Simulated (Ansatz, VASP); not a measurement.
## FeRhC4N4: VASP beside Ansatz

```xyz
10
Lattice="5.9086 0.0000 0.0000 0.0000 5.9086 0.0000 0.0000 0.0000 5.9086" Properties=species:S:1:pos:R:3 pbc="T T T"
Fe    2.9543    2.9543    2.9543
Rh    0.0000    0.0000    0.0000
C     1.1068    1.1068    1.1068
C     1.1068    4.8018    4.8018
C     4.8018    1.1068    4.8018
C     4.8018    4.8018    1.1068
N     1.7823    1.7823    1.7823
N     1.7823    4.1263    4.1263
N     4.1263    1.7823    4.1263
N     4.1263    4.1263    1.7823
```

Alike in both runs: task single point; functional PBE; k mesh 4 × 4 × 4; occupations gaussian, width 0.1 eV; collinear spin.

|  | VASP | Ansatz |
| --- | --- | --- |
| version | VASP 6.6.1 | Ansatz 0.2.0 |
| potentials or method | VASP PAW PBE potentials, release 64 (Fe, Rh_pv, C, N), cutoff 520 eV | scalar-relativistic, plane waves, PAW |
| valence electrons in the cell | 59 | 69 |

VASP gave:

```
gap on the k mesh at the Fermi level (eV)                     : none
pressure (GPa)                                                : 1.3
rms of the force components (eV/Å)                            : 0.914
net moment per atom (μB)                                      : 0.19
size of the moment on the site where the two differ most (μB) : 0.86
```

Question: What did Ansatz give for the same quantities?

Answer: gap on the k mesh at the Fermi level (eV): none; pressure (GPa): 0.9; rms of the force components (eV/Å): 0.794; net moment per atom (μB): 0.21; size of the moment on the site where the two differ most (μB): 0.56.

Site moments also hang on the region over which each program counts them. Atom by atom the forces differ by 0.159 eV/Å (rms over components). A gap of «none» marks a metal or a gap that the smearing closes. VASP's potentials hold 59 valence electrons a cell and Ansatz's 69, so a difference there can come from the potentials and not from the codes. Ansatz's warnings: seeded moment not kept.

Noted on VASP's run: the standard files for N, O and F lose accuracy on very short bonds.
